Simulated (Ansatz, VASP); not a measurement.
## Sb: VASP beside Ansatz

```
Sb
1.0
    -1.66430    1.66430    2.43347
     1.66430   -1.66430    2.43347
     1.66430    1.66430   -2.43347
Sb
1
Direct
  0.00000 0.00000 0.00000
```

Alike in both runs: task single point; functional PBE; k mesh 24 × 24 × 24; occupations gaussian, width 0.15 eV; no spin polarisation.

```csv
,VASP,Ansatz
version,VASP 6.6.1,Ansatz 0.2.0
potentials or method,"VASP PAW PBE potentials, release 64 (Sb), cutoff 520 eV","scalar-relativistic, plane waves, PAW"
valence electrons in the cell,5,15
```

```tsv
	VASP	Ansatz	Ansatz less VASP
gap on the k mesh at the Fermi level (eV)	none	none	-
pressure (GPa)	1.0	1.2	+0.14
traceless stress, the component that is largest in VASP (GPa)	0.25	0.25	+0.002
```

A gap of «none» marks a metal or a gap that the smearing closes. VASP's potentials hold 5 valence electrons a cell and Ansatz's 15, so a difference there can come from the potentials and not from the codes.

Spin-orbit coupling is off throughout.
